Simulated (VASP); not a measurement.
The system is CuO.

```xyz
4
Lattice="2.3056 -1.7296 0.0728 2.3158 1.7435 0.0481 -0.7081 -0.0390 5.1291" Properties=species:S:1:pos:R:3 pbc="T T T"
Cu    1.1008    0.8093    0.3341
Cu    1.1067   -0.5643    2.4735
O     1.8111   -0.4788    1.4095
O     1.8512    0.1962    3.6580
```

Base run:

```yaml
Program: VASP 6.6.1
Functional: PBE
Potentials_or_basis: VASP PAW PBE potentials, release 64 (Cu, O)
Cutoff: 520 eV
k_mesh: 10 × 10 × 5
Occupations: fermi-dirac, width 0.05 eV
Spin: no spin polarisation
Hubbard_terms: Cu d U = 1.0 eV
```

Its results: band gap on the k mesh zero (band 17 reaches 6.07 eV, above the bottom of band 18 at 5.60 eV); pressure 91.3 GPa; largest force 38.987 eV/Å.

The run is repeated on the same cell with these changes: hubbard terms from Cu d U = 1.0 eV to Cu d U = 6.0 eV. What comes out?

Band gap on the k mesh zero (band 17 reaches 5.46 eV, above the bottom of band 18 at 5.06 eV); pressure 78.8 GPa; largest force 35.389 eV/Å.

Caveats: U without spin polarisation on a metal has little footing; forces of over 1 eV/Å act on the atoms, so gaps and moduli don't describe the material at rest.
